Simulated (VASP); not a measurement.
Input of a VASP 6.6.1 run:

Contents of POSCAR:

```
BaZrO3
1.0
    4.2051719888      0.0000000000      0.0000000000
    0.0000000000      4.2051719888      0.0000000000
    0.0000000000      0.0000000000      4.2051719888
Ba Zr O
1 1 3
Direct
    0.0000000000      0.0000000000      0.0000000000
    0.5000000000      0.5000000000      0.5000000000
    0.0000000000      0.5000000000      0.5000000000
    0.5000000000      0.0000000000      0.5000000000
    0.5000000000      0.5000000000      0.0000000000
```

The input INCAR.step1:

```
ALGO = Normal ; EDIFF = 1E-5
ENCUT = 1480 ; GGA = PE
GGA_COMPAT = False ; ISMEAR = 0
LASPH = True ; LCHARG = False
LREAL = False ; LWAVE = True
NBANDS = 28 ; NELM = 120
PREC = Accurate ; SIGMA = 0.01
```

INCAR.step2

```
ALGO = Normal ; EDIFF = 1E-6
ENCUT = 1480 ; GGA_COMPAT = False
ISIF = 2 ; ISMEAR = 0
ISTART = 1 ; LASPH = True
LCHARG = False ; LMIXTAU = True
LREAL = False ; LWAVE = False
METAGGA = R2SCAN ; NBANDS = 28
NELM = 120 ; PREC = Accurate
SIGMA = 0.01
```

KPOINTS

```
k-points
0
Gamma
  6 6 6
```

Potentials or basis: VASP PAW PBE potentials, release 64 (Ba_sv, Zr_sv, O_h).

Launch:

```console
$ cat potpaw_PBE.64/Ba_sv/POTCAR potpaw_PBE.64/Zr_sv/POTCAR potpaw_PBE.64/O_h/POTCAR > POTCAR
$ cp INCAR.step1 INCAR
$ mpirun -np 1 vasp_std > vasp.out
$ cp INCAR.step2 INCAR
$ mpirun -np 1 vasp_std > vasp.out
```

Predict the band gap on the k mesh.

3.69 eV (least direct gap 3.94 eV).

Predict the pressure.

0.9 GPa.

Caveat: the PAW data sets were made with another functional, which shifts forces and pressure a little; spin-orbit coupling is left out, which moves the levels of the heavy elements. A k mesh can miss the band edges.
